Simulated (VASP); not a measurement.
# TiCo2 in VASP: notebook

TiCo2 is run at these levels: PBEsol; tasks: single point.

Program: VASP 6.6.1. These are calculated values, not measurements. Logs are shortened: lines on timing, memory, paths and dates and some standing lists are left out, and cuts for length are marked.

## Step 1: The cell of the first run

Symmetry: Fd-3m, No. 227, cubic system. The conventional cell has a = 6.394 Å, b = 6.394 Å, c = 6.394 Å, α = 90.00°, β = 90.00°, γ = 90.00°. Ti (site symmetry -43m) has 12 Co at 2.65 Å and 4 Ti at 2.77 Å within 3.5 Å. Within 3.0 Å of Co (site symmetry -3m) lie 6 Co at 2.26 Å and 6 Ti at 2.65 Å.

## Step 2: Single point, PBEsol

Contents of INCAR:

```
ALGO = All
EDIFF = 1E-6
ENCUT = 550
GGA = PS
GGA_COMPAT = F
ISEARCH = 1
ISIF = 2
ISMEAR = 0
KPAR = 4
LASPH = T
LCHARG = F
LREAL = F
LWAVE = F
NBANDS = 39
NELM = 300
PREC = Accurate
SIGMA = 0.1
```

Contents of KPOINTS:

```
k-points
0
Gamma
  10 10 10
```

Contents of POSCAR:

```
TiCo2
1.0
    0.0000000000      3.1970078975      3.1970078975
    3.1970078975      0.0000000000      3.1970078975
    3.1970078975      3.1970078975      0.0000000000
Ti Co
2 4
Direct
    0.5000000000      0.5000000000      0.5000000000
    0.7500000000      0.7500000000      0.7500000000
    0.1250000000      0.1250000000      0.1250000000
    0.6250000000      0.1250000000      0.1250000000
    0.1250000000      0.1250000000      0.6250000000
    0.1250000000      0.6250000000      0.1250000000
```

Potentials or basis: VASP PAW PBE potentials, release 64 (Ti_sv, Co).

Run with:

```
$ cat potpaw_PBE.64/Ti_sv/POTCAR potpaw_PBE.64/Co/POTCAR > POTCAR
$ mpirun -np 4 vasp_std > vasp.out
```

OUTCAR:

```text
EDIFF = 1E-6
   ENCUT = 550
   GGA = PS
   ISIF = 2
   ISMEAR = 0
   LASPH = T
   LREAL = F
   NELM = 300
   PREC = Accurate

 ion  position               nearest neighbor table
   1  0.500  0.500  0.500-   4 2.65   5 2.65   6 2.65   3 2.65   4 2.65   5 2.65   3 2.65   4 2.65
                             6 2.65   3 2.65   5 2.65   6 2.65   2 2.77   2 2.77   2 2.77   2 2.77
   2  0.750  0.750  0.750-   4 2.65   5 2.65   6 2.65   3 2.65   4 2.65   6 2.65   3 2.65   4 2.65
                             5 2.65   3 2.65   5 2.65   6 2.65   1 2.77   1 2.77   1 2.77   1 2.77
   3  0.125  0.125  0.125-   4 2.26   5 2.26   6 2.26   5 2.26   6 2.26   4 2.26   1 2.65   2 2.65
                             1 2.65   2 2.65   1 2.65   2 2.65
   4  0.625  0.125  0.125-   3 2.26   5 2.26   6 2.26   3 2.26   5 2.26   6 2.26   1 2.65   2 2.65
                             2 2.65   1 2.65   2 2.65   1 2.65
   5  0.125  0.125  0.625-   3 2.26   3 2.26   4 2.26   6 2.26   6 2.26   4 2.26   1 2.65   2 2.65
                             1 2.65   2 2.65   1 2.65   2 2.65
   6  0.125  0.625  0.125-   3 2.26   5 2.26   3 2.26   4 2.26   5 2.26   4 2.26   1 2.65   2 2.65
                             1 2.65   2 2.65   1 2.65   2 2.65

  LATTYP: Found a face centered cubic cell.
 ALAT       =     6.3940157950

  Lattice vectors:

 A1 = (   0.0000000000,   3.1970078975,   3.1970078975)
 A2 = (   3.1970078975,   0.0000000000,   3.1970078975)
 A3 = (   3.1970078975,   3.1970078975,   0.0000000000)

Analysis of symmetry for initial positions (statically):
=====================================================================
 Subroutine PRICEL returns:
 Original cell was already a primitive cell.

 Routine SETGRP: Setting up the symmetry group for a
 face centered cubic supercell.

 Subroutine GETGRP returns: Found 48 space group operations
 (whereof 24 operations were pure point group operations)
 out of a pool of 48 trial point group operations.

The static configuration has the point symmetry T_d .
 The point group associated with its full space group is O_h .

Analysis of symmetry for dynamics (positions and initial velocities):
=====================================================================
 Subroutine PRICEL returns:
 Original cell was already a primitive cell.

 Routine SETGRP: Setting up the symmetry group for a
 face centered cubic supercell.

 Subroutine GETGRP returns: Found 48 space group operations
 (whereof 24 operations were pure point group operations)
 out of a pool of 48 trial point group operations.

The dynamic configuration has the point symmetry T_d .
 The point group associated with its full space group is O_h .

 Subroutine INISYM returns: Found 48 space group operations
 (whereof 24 operations are pure point group operations),
 and found     1 'primitive' translations

----------------------------------------------------------------------------------------

                                     Primitive cell

  volume of cell :      65.3523

  direct lattice vectors                    reciprocal lattice vectors
     0.000000000  3.197007897  3.197007897    -0.156396235  0.156396235  0.156396235
     3.197007897  0.000000000  3.197007897     0.156396235 -0.156396235  0.156396235
     3.197007897  3.197007897  0.000000000     0.156396235  0.156396235 -0.156396235

  length of vectors
     4.521251928  4.521251928  4.521251928     0.270886226  0.270886226  0.270886226

  position of ions in fractional coordinates (direct lattice)
     0.500000000  0.500000000  0.500000000
     0.750000000  0.750000000  0.750000000
     0.125000000  0.125000000  0.125000000
     0.625000000  0.125000000  0.125000000
     0.125000000  0.125000000  0.625000000
     0.125000000  0.625000000  0.125000000

  ion indices of the primitive-cell ions
   primitive index   ion index
                 1           1
                 2           2
                 3           3
                 4           4
                 5           5
                 6           6

----------------------------------------------------------------------------------------

 KPOINTS: k-points

Automatic generation of k-mesh.
 Grid dimensions read from file:
 generate k-points for:   10   10   10

 Generating k-lattice:

  Cartesian coordinates                     Fractional coordinates (reciprocal lattice)
    -0.015639624  0.015639624  0.015639624     0.100000000  0.000000000  0.000000000
     0.015639624 -0.015639624  0.015639624     0.000000000  0.100000000  0.000000000
     0.015639624  0.015639624 -0.015639624     0.000000000  0.000000000  0.100000000

  Length of vectors
     0.027088623  0.027088623  0.027088623

  Shift w.r.t. Gamma in fractional coordinates (k-lattice)
     0.000000000  0.000000000  0.000000000

 Subroutine IBZKPT returns following result:
 ===========================================

 Found     47 irreducible k-points:

 Following reciprocal coordinates:
            Coordinates               Weight
  0.000000  0.000000  0.000000      1.000000
  0.100000  0.000000  0.000000      8.000000
  0.200000  0.000000  0.000000      8.000000
  0.300000  0.000000  0.000000      8.000000
  0.400000  0.000000  0.000000      8.000000
  0.500000  0.000000  0.000000      4.000000
[... 16 lines left out ...]
  0.300000  0.300000  0.000000      6.000000
  0.400000  0.300000  0.000000     24.000000
 [... further k-points ...]
   k-points           NKPTS =     47   k-points in BZ     NKDIM =     47   number of bands    NBANDS=     39
   number of dos      NEDOS =    301   number of ions     NIONS =      6
   total plane-waves  NPLWV =  46656
   dimension x,y,z NGX =    36 NGY =   36 NGZ =   36
   dimension x,y,z NGXF=    72 NGYF=   72 NGZF=   72
   ions per type =               2   4
   NGX,Y,Z   is equivalent  to a cutoff of  13.24, 13.24, 13.24 a.u.
   NGXF,Y,Z  is equivalent  to a cutoff of  26.47, 26.47, 26.47 a.u.
 SYSTEM =  unknown system
   PREC   = accura    normal or accurate (medium, high low for compatibility)
   ISTART =      0    job   : 0-new  1-cont  2-samecut
   ICHARG =      2    charge: 1-file 2-atom 10-const
   ISPIN  =      1    spin polarized calculation?
   LNONCOLLINEAR =      F non collinear calculations
   LSORBIT =      F    spin-orbit coupling
   LASPH  =      T    aspherical Exc in radial PAW
   ENCUT  =  550.0 eV  40.42 Ry    6.36 a.u.   8.65  8.65  8.65*2*pi/ulx,y,z
   NELM   =    300;   NELMIN=  2; NELMDL= -5     # of ELM steps
   EDIFF  = 0.1E-05   stopping-criterion for ELM
   LREAL  =      F    real-space projection
   EDIFFG = 0.1E-04   stopping-criterion for IOM
   NSW    =      0    number of steps for IOM
   IBRION =     -1    ionic relax: 0-MD 1-quasi-New 2-CG
   NFREE  =      0    steps in history (QN), initial steepest desc. (CG)
   ISIF   =      2    stress and relaxation
   ISYM   =      2    0-nonsym 1-usesym 2-fastsym
   POTIM  = 0.5000    time-step for ionic-motion
   TEBEG  =    0.0;   TEEND  =   0.0 temperature during run
   PSTRESS=    0.0 pullay stress
   NELECT =      60.0000    total number of electrons
   NUPDOWN=      -1.0000    fix difference up-down
   EMIN   =  10.00;   EMAX   =-10.00  energy-range for DOS
   EFERMI =   0.00;   METHOD = LEGACY
   ISMEAR =     0;   SIGMA  =   0.10  broadening in eV -4-tet -1-fermi 0-gaus
   EFERMI_NEDOS =   21; number of points for ismear=-14 and -15
   IALGO  =     58    algorithm
   IMIX   =      4    mixing-type and parameters
     AMIX     =   0.40;   BMIX     =  1.00
     AMIX_MAG =   1.60;   BMIX_MAG =  1.00
  volume/ion in A,a.u.               =      10.89        73.50
  Fermi-wavevector in a.u.,A,eV,Ry     =   1.591127  3.006794 34.445672  2.531685
  Thomas-Fermi vector in A             =   2.689715
   LORBIT       =      0    0 simple, 1 ext, 2 COOP (PROOUT), +10 PAW based schemes
   GGA     = PS    functional components
   LHFCALC =     F    Hartree Fock is set to
   AEXX    =    0.0000 exact exchange contribution
   IVDW    =     0    specifies the selected vdW correction
   LEPSILON=     F    determine dielectric tensor
   LRPA    =     F    only Hartree local field effects (RPA)
 non-spin polarized calculation
 Gauss-broadening in eV      SIGMA  =   0.10
  energy-cutoff  :      550.00
  volume of cell :       65.35
 maximum number of plane-waves:      1936
   NGX = 17   NGY = 17   NGZ = 17

 number of electron      60.0000022 magnetization

 Free energy of the ion-electron system (eV)
  ---------------------------------------------------
  ext. energy  EPLUGINS =         0.00000000
  ---------------------------------------------------
  free energy    TOTEN  =       -49.47914195 eV

  energy without entropy =      -49.44146845  energy(sigma->0) =      -49.46030520

 E-fermi :  11.7009     XC(G=0): -13.7478

 val. band max:       11.6887633118   @ k =   0.5000   0.4000   0.0000
 cond. band min:      11.7059500152   @ k =   0.5000   0.3000   0.1000
 fundamental gap:      0.0171867034
 Fermi energy:        11.7009458084

 k-point     1 :       0.0000    0.0000    0.0000
  band No.  band energies     occupation
      1     -45.0087      2.00000
      2     -44.8612      2.00000
      3     -21.4657      2.00000
      4     -21.4657      2.00000
      5     -21.4657      2.00000
      6     -21.1742      2.00000
[... 31 lines left out ...]
     38      13.2636      0.00000
     39      14.6715      0.00000

 k-point     2 :       0.1000    0.0000    0.0000
  band No.  band energies     occupation
      1     -45.0059      2.00000
      2     -44.8639      2.00000
      3     -21.4688      2.00000
      4     -21.4688      2.00000
      5     -21.4647      2.00000
      6     -21.1763      2.00000
[... 913 lines left out ...]
     38      14.1934      0.00000
     39      14.9566      0.00000

 k-point    24 :       0.4000    0.3000    0.0000
  band No.  band energies     occupation
      1     -44.9672      2.00000
      2     -44.9023      2.00000
      3     -21.5208      2.00000
      4     -21.5172      2.00000
      5     -21.3872      2.00000
      6     -21.2594      2.00000
[... 31 lines left out ...]
     38      14.1019      0.00000
     39      14.2705      0.00000

 [... further k-points ...]

------------------------ aborting loop because EDIFF is reached ----------------------------------------

  FORCE on cell =-STRESS in cart. coord.  units (eV):
  Direction    XX          YY          ZZ          XY          YZ          ZX
  --------------------------------------------------------------------------------------
  -------------------------------------------------------------------------------------
  Total        7.6935176      7.6935176      7.6935176      0.0000000     -0.0000000      0.0000000
  in kB      188.6142107    188.6142107    188.6142107      0.0000000     -0.0000000      0.0000000
  external PRESSURE =     188.6142107 kB  Pullay stress =       0.0000000 kB

 VOLUME and BASIS-vectors are now :
 -----------------------------------------------------------------------------
  energy-cutoff  :      550.00
  volume of cell :       65.35
      direct lattice vectors                 reciprocal lattice vectors
     0.000000000  3.197007897  3.197007897    -0.156396235  0.156396235  0.156396235
     3.197007897  0.000000000  3.197007897     0.156396235 -0.156396235  0.156396235
     3.197007897  3.197007897  0.000000000     0.156396235  0.156396235 -0.156396235

 POSITION                                       TOTAL-FORCE (eV/Angst)
 -----------------------------------------------------------------------------------
      3.19701      3.19701      3.19701        -0.000000      0.000000      0.000000
      4.79551      4.79551      4.79551         0.000000     -0.000000      0.000000
      0.79925      0.79925      0.79925        -0.000000     -0.000000     -0.000000
      0.79925      2.39776      2.39776        -0.000000     -0.000000     -0.000000
      2.39776      2.39776      0.79925        -0.000000     -0.000000     -0.000000
      2.39776      0.79925      2.39776        -0.000000     -0.000000     -0.000000
 -----------------------------------------------------------------------------------
    total drift:                                0.000000      0.000000      0.000000

  FREE ENERGIE OF THE ION-ELECTRON SYSTEM (eV)
  ---------------------------------------------------
  free  energy   TOTEN  =       -49.4791419463 eV

  energy  without entropy=      -49.4414692169  energy(sigma->0) =      -49.46030558
```

Run time: 3.2 min. Hardware: 4 MPI ranks of AMD EPYC 7R43 (Zen 3), shared host; peak memory 0.35 GiB.

What came out:

| Quantity | Value |
| --- | --- |
| Free energy | -49.4791 eV |
| Pressure | 18.9 GPa |
| Band gap on the k mesh | zero (bands 30 and 31 overlap by 0.86 eV) |

Caveat: the cell stands under pressure; the PAW data sets were made with another functional, which shifts forces and pressure a little; the run has no spin polarisation, though such a crystal can be magnetic. Spin polarisation is off, so any magnetic state and its effect on volume and gap are missing.

## Step 3: Single point, PBEsol (12.01 Å³/atom)

This run uses another cell than the first one, of 12.01 Å³/atom.

Contents of INCAR:

```
SYSTEM = TiCo2
PREC = Accurate ; ENCUT = 550
EDIFF = 1E-6 ; ISMEAR = -1
SIGMA = 0.15 ; LREAL = .False.
LASPH = .True. ; NELM = 300
ALGO = All ; ISIF = 2
LWAVE = .False. ; LCHARG = .False.
GGA = PS ; NBANDS = 39
GGA_COMPAT = .False. ; ISEARCH = 1
KPAR = 4
```

Contents of KPOINTS:

```
Automatic mesh
0
Gamma
  10 10 10
  0 0 0
```

POSCAR, as its differences from that of step 2:

```diff
@@ -2,5 +2,5 @@
 1.0
-    0.0000000000      3.1970078975      3.1970078975
-    3.1970078975      0.0000000000      3.1970078975
-    3.1970078975      3.1970078975      0.0000000000
+    0.0000000000      3.3024336488      3.3024336488
+    3.3024336488      0.0000000000      3.3024336488
+    3.3024336488      3.3024336488      0.0000000000
 Ti Co
```

Potentials or basis: VASP PAW PBE potentials, release 64 (Ti_sv, Co).

Run with:

```
$ cat potpaw_PBE.64/Ti_sv/POTCAR potpaw_PBE.64/Co/POTCAR > POTCAR
$ mpirun -np 4 vasp_std > vasp.out
```

Run time: 87 s. Hardware: 4 MPI ranks of Intel Xeon Platinum 8559C (Emerald Rapids), shared host; peak memory 0.39 GiB.

The run converged. Its results:

```yaml
Free_energy: -50.0027 eV
Pressure: -4.9 GPa
Band_gap_on_the_k_mesh: zero (bands 30 and 31 overlap by 0.81 eV)
```

Levels at points of the mesh, in eV from the Fermi level:
```tsv
k point	band 27	band 28	band 29	band 30	band 31	band 32	band 33	band 34
(0.00, 0.00, 0.00)	-0.62	-0.62	-0.55	-0.55	-0.55	0.82	0.82	0.82
(0.50, 0.00, 0.00)	-0.60	-0.37	-0.37	0.17	0.17	0.59	0.59	0.82
(0.50, 0.50, 0.00)	-0.55	-0.55	-0.51	-0.51	-0.01	-0.01	0.93	0.93
```

Caveat: the cell stands under tension; the PAW data sets were made with another functional, which shifts forces and pressure a little; the run has no spin polarisation, though such a crystal can be magnetic.

## Step 4: Single point, PBEsol (uniaxial strain along c: -3.0 %)

Contents of INCAR:

```
  PREC = Accurate
  ENCUT = 550
  EDIFF = 1E-6
  ISMEAR = 0
  SIGMA = 0.1
  LREAL = F
  LASPH = T
  NELM = 300
  ALGO = All
  ISIF = 2
  LWAVE = F
  LCHARG = T
  GGA = PS
  LVHAR = T
  NBANDS = 39
  GGA_COMPAT = F
  ISEARCH = 1
  KPAR = 4
```

Contents of KPOINTS:

```
regular mesh
0
Gamma
  10 10 10
```

Contents of POSCAR:

```
TiCo2
1.0
   -0.0614309690      3.2394597646      3.3008907336
    3.2394597646     -0.0614309690      3.3008907336
    3.1780287956      3.1780287956      0.0000000000
Ti Co
2 4
Direct
    0.4992268692      0.4992268692      0.5007836160
    0.7507731308      0.7507731308      0.7492163840
    0.1250000000      0.1250000000      0.1250000000
    0.6250000000      0.1250000000      0.1250000000
    0.1250000000      0.1250000000      0.6250000000
    0.1250000000      0.6250000000      0.1250000000
```

Run with:

```
$ cat potpaw_PBE.64/Ti_sv/POTCAR potpaw_PBE.64/Co/POTCAR > POTCAR
$ mpirun -np 4 vasp_std > vasp.out
```

Wall time 13 min (4 MPI ranks of Intel Xeon Platinum 8259CL at 2.50GHz (Skylake/Cascade Lake), shared host); peak memory 1.4 GiB.

Results (log left out):

* Free energy: -49.6816 eV
* Pressure: 3.2 GPa
* Largest force: 0.025 eV/Å
* Band gap on the k mesh: zero (bands 30 and 31 overlap by 0.70 eV)

Forces in eV/Å, atoms in the order of the input:
```
Ti   0.000  0.000 -0.025
Ti   0.000  0.000  0.025
Co   0.000  0.000  0.000
Co   0.000  0.000  0.000
Co   0.000  0.000  0.000
Co   0.000  0.000  0.000
```

Stress tensor (GPa, compression positive):
```
4.42 5.45 0.00
5.45 4.42 0.00
0.00 0.00 0.67
```

Levels at points of the mesh, in eV from the Fermi level:
```tsv
k point	band 26	band 27	band 28	band 29	band 30	band 31	band 32	band 33	band 34	band 35
(0.00, 0.00, 0.00)	-0.74	-0.68	-0.64	-0.57	-0.55	-0.46	0.80	0.84	0.93	1.03
(0.50, 0.00, 0.00)	-0.63	-0.57	-0.41	-0.29	0.11	0.14	0.59	0.64	0.91	0.98
(0.50, 0.50, 0.00)	-1.84	-0.64	-0.63	-0.46	-0.40	-0.15	0.06	0.84	0.98	1.61
(0.00, 0.00, 0.50)	-0.72	-0.68	-0.44	-0.42	0.10	0.12	0.51	0.56	0.81	0.93
(0.50, 0.50, 0.50)	-0.72	-0.68	-0.44	-0.42	0.10	0.12	0.51	0.56	0.81	0.93
(0.50, 0.00, 0.50)	-1.86	-0.63	-0.63	-0.57	-0.57	-0.02	-0.02	0.94	0.94	1.66
```

Caveat: the cell differs from its parent crystal (uniaxial strain along c: -3.0 %); the cell stands under pressure; the PAW data sets were made with another functional, which shifts forces and pressure a little; the run has no spin polarisation, though such a crystal can be magnetic. Spin polarisation is off, so any magnetic state and its effect on volume and gap are missing.

## Step 5: Summary

```tsv
cell	smearing	gap on the mesh (eV)	pressure (GPa)
a = 4.521 Å, angles 60.0°, 6 atoms, atomic positions A	gaussian 0.1 eV	none	18.9
a = 4.670 Å, angles 60.0°, 6 atoms, atomic positions A	fermi-dirac 0.15 eV	none	-4.9
a = 4.625, b = 4.625, c = 4.494 Å, angles 60.9, 60.9, 60.6°, 6 atoms, atomic positions B	gaussian 0.1 eV	none	3.2
```

Alike in all rows: task single point; level PBEsol; potentials or basis VASP PAW PBE potentials, release 64 (Ti_sv, Co); no spin polarisation; k mesh 10 × 10 × 10; cutoff (eV) 550.

Caveats: the PAW data sets were made with another functional, which shifts forces and pressure a little; the run has no spin polarisation, though such a crystal can be magnetic; the cell stands under pressure (at least some runs); the cell stands under tension (at least some runs).

Total energies depend on the potentials used, so only differences within one code and one set of settings carry meaning.
